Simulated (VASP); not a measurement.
# AlN (Cm) in VASP: further runs

The runs below take AlN through single point, with r2SCAN.

All numbers are computed with VASP 6.6.1; they aren't measurements. Logs are shortened: lines on timing, memory, paths and dates and some standing lists are left out, and cuts for length are marked.

**1. The cell of the first run**

It takes space group Cm (No. 8, monoclinic). Conventional cell: a = 6.177 Å, b = 6.177 Å, c = 4.368 Å, α = 90.00°, β = 90.00°, γ = 90.00°. Within 2.3 Å of Al (site symmetry m) lie 4 N at 1.73 to 2.06 Å. Within 2.5 Å of Al (site symmetry m) lie 4 N at 1.89 Å. Within 2.5 Å of Al (site symmetry 1) lie 4 N at 1.89 Å. Within 2.5 Å of N (site symmetry m) lie 4 Al at 1.89 to 2.06 Å. N (site symmetry m) has 4 Al at 1.73 to 1.89 Å within 2.3 Å. Within 2.5 Å of N (site symmetry 1) lie 4 Al at 1.89 to 1.90 Å.

**2. Single point, r2SCAN (atom 1 (Al) moved +0.200 Å along Cartesian [1 1 0])**

Input file POSCAR:

```
AlN
1.0
    4.3679871192      0.0000000000      0.0000000000
    0.0000000000     -4.3679871192      0.0000000000
    0.0000000000      0.0000000000     -4.3679871192
Al N
4 4
Direct
    0.0323767796      0.4676232204      0.5000000000
    0.5000000000      0.0000000000      0.5000000000
    0.5000000000      0.5000000000      0.0000000000
    0.0000000000      0.0000000000      0.0000000000
    0.7500000000      0.7500000000      0.7500000000
    0.2500000000      0.2500000000      0.7500000000
    0.2500000000      0.7500000000      0.2500000000
    0.7500000000      0.2500000000      0.2500000000
```

Input file INCAR.step1:

```
SYSTEM = AlN
ALGO = Normal
EDIFF = 1E-4
ENCUT = 520
GGA = PE
ISMEAR = 0
LASPH = .TRUE.
LCHARG = .FALSE.
LREAL = .FALSE.
LWAVE = .TRUE.
NBANDS = 26
NELM = 60
PREC = Accurate
SIGMA = 0.05
```

Input file INCAR.step2:

```
SYSTEM = AlN
ALGO = Normal
EDIFF = 1E-7
ENCUT = 520
ISIF = 2
ISMEAR = 0
ISTART = 1
LASPH = .TRUE.
LCHARG = .FALSE.
LMIXTAU = .TRUE.
LREAL = .FALSE.
LWAVE = .FALSE.
METAGGA = R2SCAN
NBANDS = 26
NELM = 60
PREC = Accurate
SIGMA = 0.05
```

Input file KPOINTS:

```
k-points
0
G
  6 6 6
  0 0 0
```

Potentials or basis: VASP PAW PBE potentials, release 64 (Al, N).

The run is started by

```bash
$ cat potpaw_PBE.64/Al/POTCAR potpaw_PBE.64/N/POTCAR > POTCAR
$ cp INCAR.step1 INCAR
$ mpirun -np 1 vasp_std > vasp.out
$ cp INCAR.step2 INCAR
$ mpirun -np 1 vasp_std > vasp.out
```

OUTCAR:

```text
SYSTEM = AlN
   EDIFF = 1E-7
   ENCUT = 520
   ISIF = 2
   ISMEAR = 0
   ISTART = 1
   LASPH = .TRUE.
   LREAL = .FALSE.
   METAGGA = R2SCAN
   NELM = 60
   PREC = Accurate

 ion  position               nearest neighbor table
   1  0.032  0.468  0.500-   6 1.73   7 1.90   8 1.90   5 2.06   2 2.89   3 2.99   4 2.99   3 2.99
                             4 2.99   2 3.10   2 3.10   4 3.19   4 3.19   3 3.19   3 3.19   2 3.29
   2  0.500  0.000  0.500-   5 1.89   6 1.89   7 1.89   8 1.89   1 2.89   3 3.09   4 3.09   3 3.09
                             4 3.09   3 3.09   3 3.09   4 3.09   4 3.09   1 3.10   1 3.10   1 3.29
   3  0.500  0.500  0.000-   5 1.89   6 1.89   7 1.89   8 1.89   1 2.99   1 2.99   4 3.09   2 3.09
                             2 3.09   2 3.09   4 3.09   2 3.09   4 3.09   4 3.09   1 3.19   1 3.19
   4  0.000  0.000  0.000-   5 1.89   6 1.89   7 1.89   8 1.89   1 2.99   1 2.99   3 3.09   2 3.09
                             2 3.09   3 3.09   2 3.09   3 3.09   2 3.09   3 3.09   1 3.19   1 3.19
   5  0.750  0.750  0.750-   2 1.89   3 1.89   4 1.89   1 2.06
   6  0.250  0.250  0.750-   1 1.73   2 1.89   3 1.89   4 1.89
   7  0.250  0.750  0.250-   2 1.89   3 1.89   4 1.89   1 1.90
   8  0.750  0.250  0.250-   2 1.89   3 1.89   4 1.89   1 1.90

  LATTYP: Found a simple cubic cell.
 ALAT       =     4.3679871192

  Lattice vectors:

 A1 = (   4.3679871192,   0.0000000000,   0.0000000000)
 A2 = (   0.0000000000,  -4.3679871192,   0.0000000000)
 A3 = (   0.0000000000,   0.0000000000,  -4.3679871192)

Analysis of symmetry for initial positions (statically):
=====================================================================
 Subroutine PRICEL returns:
 Original cell was already a primitive cell.

 Routine SETGRP: Setting up the symmetry group for a
 simple cubic supercell.

 Subroutine GETGRP returns: Found  2 space group operations
 (whereof  1 operations were pure point group operations)
 out of a pool of 48 trial point group operations.

The static configuration has the point symmetry C_1 .
 The point group associated with its full space group is C_1h.

Analysis of symmetry for dynamics (positions and initial velocities):
=====================================================================
 Subroutine PRICEL returns:
 Original cell was already a primitive cell.

 Routine SETGRP: Setting up the symmetry group for a
 simple cubic supercell.

 Subroutine GETGRP returns: Found  2 space group operations
 (whereof  1 operations were pure point group operations)
 out of a pool of 48 trial point group operations.

The dynamic configuration has the point symmetry C_1 .
 The point group associated with its full space group is C_1h.

 Subroutine INISYM returns: Found  2 space group operations
 (whereof  1 operations are pure point group operations),
 and found     1 'primitive' translations

----------------------------------------------------------------------------------------

                                     Primitive cell

  volume of cell :      83.3382

  direct lattice vectors                    reciprocal lattice vectors
     4.367987119  0.000000000  0.000000000     0.228938404  0.000000000  0.000000000
     0.000000000 -4.367987119  0.000000000     0.000000000 -0.228938404  0.000000000
     0.000000000  0.000000000 -4.367987119     0.000000000  0.000000000 -0.228938404

  length of vectors
     4.367987119  4.367987119  4.367987119     0.228938404  0.228938404  0.228938404

  position of ions in fractional coordinates (direct lattice)
     0.032376780  0.467623220  0.500000000
     0.500000000  0.000000000  0.500000000
     0.500000000  0.500000000  0.000000000
     0.000000000  0.000000000  0.000000000
     0.750000000  0.750000000  0.750000000
     0.250000000  0.250000000  0.750000000
     0.250000000  0.750000000  0.250000000
     0.750000000  0.250000000  0.250000000

  ion indices of the primitive-cell ions
   primitive index   ion index
                 1           1
                 2           2
                 3           3
                 4           4
                 5           5
                 6           6
                 7           7
                 8           8

----------------------------------------------------------------------------------------

 KPOINTS: k-points

Automatic generation of k-mesh.
 Grid dimensions read from file:
 generate k-points for:    6    6    6

 Generating k-lattice:

  Cartesian coordinates                     Fractional coordinates (reciprocal lattice)
     0.038156401  0.000000000  0.000000000     0.166666667  0.000000000  0.000000000
     0.000000000 -0.038156401  0.000000000     0.000000000  0.166666667  0.000000000
     0.000000000  0.000000000 -0.038156401     0.000000000  0.000000000  0.166666667

  Length of vectors
     0.038156401  0.038156401  0.038156401

  Shift w.r.t. Gamma in fractional coordinates (k-lattice)
     0.000000000  0.000000000  0.000000000

 Subroutine IBZKPT returns following result:
 ===========================================

 Found     68 irreducible k-points:

 Following reciprocal coordinates:
            Coordinates               Weight
  0.000000  0.000000  0.000000      1.000000
  0.166667  0.000000  0.000000      4.000000
  0.000000  0.000000  0.166667      2.000000
  0.333333  0.000000  0.000000      4.000000
  0.000000  0.000000  0.333333      2.000000
  0.500000  0.000000  0.000000      2.000000
[... 16 lines left out ...]
  0.333333  0.000000  0.333333      4.000000
 -0.333333  0.333333  0.000000      2.000000
 [... further k-points ...]
   k-points           NKPTS =     68   k-points in BZ     NKDIM =     68   number of bands    NBANDS=     26
   number of dos      NEDOS =    301   number of ions     NIONS =      8
   total plane-waves  NPLWV =  32768
   dimension x,y,z NGX =    32 NGY =   32 NGZ =   32
   dimension x,y,z NGXF=    64 NGYF=   64 NGZF=   64
   ions per type =               4   4
   NGX,Y,Z   is equivalent  to a cutoff of  12.18, 12.18, 12.18 a.u.
   NGXF,Y,Z  is equivalent  to a cutoff of  24.36, 24.36, 24.36 a.u.
 SYSTEM =  AlN
   PREC   = accura    normal or accurate (medium, high low for compatibility)
   ISTART =      1    job   : 0-new  1-cont  2-samecut
   ICHARG =      0    charge: 1-file 2-atom 10-const
   ISPIN  =      1    spin polarized calculation?
   LNONCOLLINEAR =      F non collinear calculations
   LSORBIT =      F    spin-orbit coupling
   LASPH  =      T    aspherical Exc in radial PAW
   ENCUT  =  520.0 eV  38.22 Ry    6.18 a.u.   8.12  8.12  8.12*2*pi/ulx,y,z
   NELM   =     60;   NELMIN=  2; NELMDL=  0     # of ELM steps
   EDIFF  = 0.1E-06   stopping-criterion for ELM
   LREAL  =      F    real-space projection
   EDIFFG = 0.1E-05   stopping-criterion for IOM
   NSW    =      0    number of steps for IOM
   IBRION =     -1    ionic relax: 0-MD 1-quasi-New 2-CG
   NFREE  =      0    steps in history (QN), initial steepest desc. (CG)
   ISIF   =      2    stress and relaxation
   ISYM   =      2    0-nonsym 1-usesym 2-fastsym
   POTIM  = 0.5000    time-step for ionic-motion
   TEBEG  =    0.0;   TEEND  =   0.0 temperature during run
   PSTRESS=    0.0 pullay stress
   NELECT =      32.0000    total number of electrons
   NUPDOWN=      -1.0000    fix difference up-down
   EMIN   =  10.00;   EMAX   =-10.00  energy-range for DOS
   EFERMI =   0.00;   METHOD = LEGACY
   ISMEAR =     0;   SIGMA  =   0.05  broadening in eV -4-tet -1-fermi 0-gaus
   EFERMI_NEDOS =   21; number of points for ismear=-14 and -15
   IALGO  =     38    algorithm
   IMIX   =      4    mixing-type and parameters
     AMIX     =   0.40;   BMIX     =  1.00
     AMIX_MAG =   1.60;   BMIX_MAG =  1.00
  volume/ion in A,a.u.               =      10.42        70.30
  Fermi-wavevector in a.u.,A,eV,Ry     =   1.189899  2.248583 19.263943  1.415860
  Thomas-Fermi vector in A             =   2.325996
   LORBIT       =      0    0 simple, 1 ext, 2 COOP (PROOUT), +10 PAW based schemes
   METAGGA = R2SCAN    functional components
   LHFCALC =     F    Hartree Fock is set to
   AEXX    =    0.0000 exact exchange contribution
   IVDW    =     0    specifies the selected vdW correction
   LEPSILON=     F    determine dielectric tensor
   LRPA    =     F    only Hartree local field effects (RPA)
 non-spin polarized calculation
 Gauss-broadening in eV      SIGMA  =   0.05
  energy-cutoff  :      520.00
  volume of cell :       83.34
 maximum number of plane-waves:      2272
   NGX = 17   NGY = 17   NGZ = 17

 number of electron      32.0000007 magnetization

 Free energy of the ion-electron system (eV)
  ---------------------------------------------------
  ext. energy  EPLUGINS =         0.00000000
  ---------------------------------------------------
  free energy    TOTEN  =       -76.27350360 eV

  energy without entropy =      -76.27350360  energy(sigma->0) =      -76.27350360

 E-fermi :   6.2145     XC(G=0): -11.4171

 val. band max:        5.9154837937   @ k =   0.0000   0.0000   0.0000
 cond. band min:       9.0207140338   @ k =   0.0000   0.0000   0.0000
 fundamental gap:      3.1052302401
 Fermi energy:         6.2145443532

 k-point     1 :       0.0000    0.0000    0.0000
  band No.  band energies     occupation
      1     -10.1213      2.00000
      2      -7.7853      2.00000
      3      -7.3997      2.00000
      4      -7.0367      2.00000
      5       0.6751      2.00000
      6       0.6751      2.00000
[... 18 lines left out ...]
     25      19.2490      0.00000
     26      19.2798      0.00000

 k-point     2 :       0.1667    0.0000    0.0000
  band No.  band energies     occupation
      1      -9.9910      2.00000
      2      -7.8598      2.00000
      3      -7.5056      2.00000
      4      -7.0666      2.00000
      5       0.8255      2.00000
      6       0.8512      2.00000
[... 18 lines left out ...]
     25      19.4145      0.00000
     26      19.4700      0.00000

 k-point     3 :       0.0000    0.0000    0.1667
  band No.  band energies     occupation
      1      -9.9879      2.00000
      2      -7.9213      2.00000
      3      -7.3873      2.00000
      4      -7.1268      2.00000
      5       0.8300      2.00000
      6       0.8876      2.00000
[... 18 lines left out ...]
     25      19.4578      0.00000
     26      19.4666      0.00000

 k-point     4 :       0.3333    0.0000    0.0000
  band No.  band energies     occupation
      1      -9.6272      2.00000
      2      -8.2772      2.00000
      3      -7.5927      2.00000
      4      -7.0710      2.00000
      5       1.2499      2.00000
      6       1.2804      2.00000
[... 18 lines left out ...]
     25      18.8419      0.00000
     26      19.0765      0.00000

 k-point     5 :       0.0000    0.0000    0.3333
  band No.  band energies     occupation
      1      -9.6070      2.00000
      2      -8.3810      2.00000
      3      -7.3620      2.00000
      4      -7.2193      2.00000
      5       1.2757      2.00000
      6       1.3349      2.00000
[... 18 lines left out ...]
     25      18.7224      0.00000
     26      19.0347      0.00000

 k-point     6 :       0.5000    0.0000    0.0000
  band No.  band energies     occupation
      1      -9.2614      2.00000
      2      -8.7105      2.00000
      3      -7.5987      2.00000
      4      -7.0640      2.00000
      5       1.6720      2.00000
      6       1.7294      2.00000
[... 427 lines left out ...]
 k-point    21 :       0.3333    0.3333    0.0000
  band No.  band energies     occupation
      1      -9.2071      2.00000
      2      -8.1346      2.00000
      3      -7.9749      2.00000
      4      -7.3304      2.00000
      5       1.0792      2.00000
      6       1.3331      2.00000
[... 18 lines left out ...]
     25      17.4472      0.00000
     26      17.5788      0.00000

 k-point    22 :       0.0000    0.3333    0.3333
  band No.  band energies     occupation
      1      -9.1922      2.00000
      2      -8.2583      2.00000
      3      -7.8213      2.00000
      4      -7.3775      2.00000
      5       0.9874      2.00000
      6       1.3430      2.00000
[... 18 lines left out ...]
     25      17.4952      0.00000
     26      17.5667      0.00000

 k-point    23 :       0.3333    0.0000    0.3333
  band No.  band energies     occupation
      1      -9.1898      2.00000
      2      -8.2588      2.00000
      3      -7.8270      2.00000
      4      -7.3747      2.00000
      5       1.0096      2.00000
      6       1.3280      2.00000
[... 18 lines left out ...]
     25      17.5914      0.00000
     26      17.6710      0.00000

 k-point    24 :      -0.3333    0.3333    0.0000
  band No.  band energies     occupation
      1      -9.2081      2.00000
      2      -8.1233      2.00000
      3      -7.9856      2.00000
      4      -7.3299      2.00000
      5       1.1194      2.00000
      6       1.2741      2.00000
[... 18 lines left out ...]
     25      17.5218      0.00000
     26      17.5883      0.00000

 [... further k-points ...]
[... 5 lines left out ...]
  --------------------------------------------------------------------------------------
  -------------------------------------------------------------------------------------
  Total        0.4592291      0.4592291      1.2239226      0.8645485     -1.4244977     -1.4244893
  in kB        8.8286837      8.8286837     23.5299228     16.6209521    -27.3859793    -27.3858194
  external PRESSURE =      13.7290968 kB  Pullay stress =       0.0000000 kB

 VOLUME and BASIS-vectors are now :
 -----------------------------------------------------------------------------
  energy-cutoff  :      520.00
  volume of cell :       83.34
      direct lattice vectors                 reciprocal lattice vectors
     4.367987119  0.000000000  0.000000000     0.228938404  0.000000000  0.000000000
     0.000000000 -4.367987119  0.000000000     0.000000000 -0.228938404  0.000000000
     0.000000000  0.000000000 -4.367987119     0.000000000  0.000000000 -0.228938404

 POSITION                                       TOTAL-FORCE (eV/Angst)
 -----------------------------------------------------------------------------------
      0.14142     -2.04257     -2.18399        -3.236951     -3.236951      1.181202
      2.18399      0.00000     -2.18399         0.732689      0.732689     -0.030659
      2.18399     -2.18399      0.00000         0.711303     -0.501228      0.028208
      0.00000      0.00000      0.00000        -0.501228      0.711303      0.028208
      3.27599     -3.27599     -3.27599         0.475583      0.475583      0.250172
      1.09200     -1.09200     -3.27599         1.387743      1.387743     -1.338291
      1.09200     -3.27599     -1.09200         0.167918      0.262943     -0.059420
      3.27599     -1.09200     -1.09200         0.262943      0.167918     -0.059420
 -----------------------------------------------------------------------------------
    total drift:                                0.000711      0.000711      0.000057

  FREE ENERGIE OF THE ION-ELECTRON SYSTEM (eV)
  ---------------------------------------------------
  free  energy   TOTEN  =       -76.2735036013 eV

  energy  without entropy=      -76.2735036013  energy(sigma->0) =      -76.27350360
```

It took 6.9 min on 1 thread of Intel Xeon 8259CL, shared host; peak memory 0.25 GiB.

Results:

```
Free energy            : -76.2735 eV
Pressure               : 1.4 GPa
Largest force          : 4.728 eV/Å
Band gap on the k mesh : 3.11 eV
```

Forces on the atoms (eV/Å):
```
Al  -3.237 -3.237  1.181
Al   0.733  0.733 -0.031
Al   0.711 -0.501  0.028
Al  -0.501  0.711  0.028
N    0.476  0.476  0.250
N    1.388  1.388 -1.338
N    0.168  0.263 -0.059
N    0.263  0.168 -0.059
```

Caveat: the cell differs from its parent crystal (atom 1 (Al) moved +0.200 Å along Cartesian [1 1 0]); the PAW data sets were made with another functional, which shifts forces and pressure a little.

**3. Single point, r2SCAN (atom 1 (Al) moved +0.250 Å along Cartesian [1 1 0])**

POSCAR: that of step 2 with these lines changed.

```diff
@@ -8,3 +8,3 @@
 Direct
-    0.0323767796      0.4676232204      0.5000000000
+    0.0404709745      0.4595290255      0.5000000000
     0.5000000000      0.0000000000      0.5000000000
```

Input file INCAR.step1:

```
SYSTEM = AlN
PREC     = Accurate       ! precision mode
ENCUT    = 520            ! plane-wave cutoff, eV
ISMEAR   = 0              ! smearing method
SIGMA    = 0.05           ! smearing width, eV
LREAL    = .False.        ! projectors in reciprocal space
LASPH    = .True.         ! aspherical terms in the spheres
NELM     = 60             ! most SCF steps
NBANDS   = 26             ! bands
GGA      = PE             ! functional
ALGO     = Normal         ! electronic algorithm
EDIFF    = 1E-4           ! SCF threshold, eV
LWAVE    = .True.         ! write WAVECAR
LCHARG   = .False.        ! write CHGCAR
```

Input file INCAR.step2:

```
SYSTEM = AlN
PREC     = Accurate       ! precision mode
ENCUT    = 520            ! plane-wave cutoff, eV
EDIFF    = 1E-6           ! SCF threshold, eV
ISMEAR   = 0              ! smearing method
SIGMA    = 0.05           ! smearing width, eV
LREAL    = .False.        ! projectors in reciprocal space
LASPH    = .True.         ! aspherical terms in the spheres
NELM     = 60             ! most SCF steps
ALGO     = Normal         ! electronic algorithm
ISIF     = 2              ! what is computed and relaxed
LWAVE    = .False.        ! write WAVECAR
LCHARG   = .True.         ! write CHGCAR
METAGGA  = R2SCAN         ! meta-GGA
LMIXTAU  = .True.       
LELF     = .True.         ! ELF
LVHAR    = .True.       
NBANDS   = 26             ! bands
ISTART   = 1
```

Input file KPOINTS:

```
regular mesh
0
Gamma
  6 6 6
  0 0 0
```

Potentials or basis: VASP PAW PBE potentials, release 64 (Al, N).

The run is started by

```bash
$ cat potpaw_PBE.64/Al/POTCAR potpaw_PBE.64/N/POTCAR > POTCAR
$ cp INCAR.step1 INCAR
$ mpirun -np 1 vasp_std > vasp.out
$ cp INCAR.step2 INCAR
$ mpirun -np 1 vasp_std > vasp.out
```

Run time: 6 min. Hardware: 1 thread of Intel Xeon 8259CL, shared host; peak memory 0.25 GiB.

Results (log left out):

```
Free energy            : -76.0125 eV
Pressure               : 2.2 GPa
Largest force          : 6.172 eV/Å
Band gap on the k mesh : 2.85 eV
```

Forces on the atoms (eV/Å):
```
Al  -4.156 -4.156  1.885
Al   0.925  0.925 -0.048
Al   0.883 -0.624  0.044
Al  -0.624  0.883  0.044
N    0.501  0.501  0.231
N    1.932  1.932 -1.973
N    0.197  0.341 -0.091
N    0.341  0.197 -0.091
```

Stress tensor (GPa, compression positive):
```
 1.43  2.57 -3.65
 2.57  1.43 -3.65
-3.65 -3.65  3.83
```

Levels at points of the mesh, in eV from the valence-band top:
```
           k point  band 13  band 14  band 15  band 16  band 17  band 18  band 19  band 20
(0.00, 0.00, 0.00)    -1.90    -0.35    -0.24     0.00     2.85     3.69     4.03     4.81
(0.50, 0.00, 0.00)    -1.75    -1.60    -0.99    -0.75     5.57     6.34     6.48     7.07
(0.00, 0.00, 0.50)    -1.29    -1.26    -1.22    -1.13     5.45     6.37     6.46     7.11
(0.50, 0.50, 0.00)    -1.02    -0.84    -0.72    -0.60     7.42     8.28     8.32     9.00
(0.00, 0.50, 0.50)    -1.37    -1.09    -0.58    -0.27     7.41     8.27     8.36     8.91
(0.50, 0.50, 0.50)    -0.59    -0.49    -0.47    -0.09     7.57     7.76     7.88     8.01
```

Caveat: the cell differs from its parent crystal (atom 1 (Al) moved +0.250 Å along Cartesian [1 1 0]); the PAW data sets were made with another functional, which shifts forces and pressure a little.
